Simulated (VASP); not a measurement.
Runs of VASP 6.6.1 on Si. The structure is that of space group Fd-3m (No. 227), or close to it. The cells are those of the table. 

| cell | gap on the mesh (eV) | pressure (GPa) |
| --- | --- | --- |
| a = 3.782, b = 3.782, c = 3.712 Å, angles 60.6, 60.6, 58.8°, 2 atoms | 0.15 | (a) |
| a = 3.717, b = 3.717, c = 3.649 Å, angles 60.6, 60.6, 58.8°, 2 atoms | (c) | 12.1 |
| a = 3.844, b = 3.844, c = 3.773 Å, angles 60.6, 60.6, 58.8°, 2 atoms | 0.25 | 0.0 |
| a = 3.909 Å, angles 60.0°, 2 atoms | 0.55 | -5.7 |
| a = 3.813, b = 3.813, c = 3.743 Å, angles 60.6, 60.6, 58.8°, 2 atoms | 0.20 | (b) |

Alike in all rows: task single point; level LDA; potentials or basis VASP PAW LDA potentials, release 64 (Si); no spin polarisation; k mesh 12 × 12 × 12; cutoff (eV) 520; smearing gaussian 0.05 eV.

Q: Estimate the missing entries.

A: (a) 5.3; (b) 2.5; (c) 0.04.

A k mesh can miss the band edges.
